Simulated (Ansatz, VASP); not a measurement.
**SnTe: VASP beside Ansatz**

```
Sn Te
1.0
     0.00000    3.12554    3.12554
     3.12554    0.00000    3.12554
     3.12554    3.12554    0.00000
Sn Te
1 1
Direct
  0.00000 0.00000 0.00000
  0.50000 0.50000 0.50000
```

Change from the starting cell: hydrostatic strain -2.0%.

Alike in both runs: task single point; functional PBE; k mesh 8 × 8 × 8; occupations fermi-dirac, width 0.02 eV; no spin polarisation.

|  | VASP | Ansatz |
| --- | --- | --- |
| version | VASP 6.6.1 | Ansatz 0.2.0 |
| potentials or method | VASP PAW PBE potentials, release 64 (Sn_d, Te) | plane waves, PAW |
| plane-wave cutoff (eV) | 520 | 420 |
| valence electrons in the cell | 20 | 30 |

Ansatz gave:

```
pressure (GPa) : 3.6
```

**Question.** Estimate VASP's values.

**Answer.** Pressure (GPa): 3.5.

VASP's potentials hold 20 valence electrons a cell and Ansatz's 30, so a difference there can come from the potentials and not from the codes.

Neither program's run includes spin-orbit coupling.
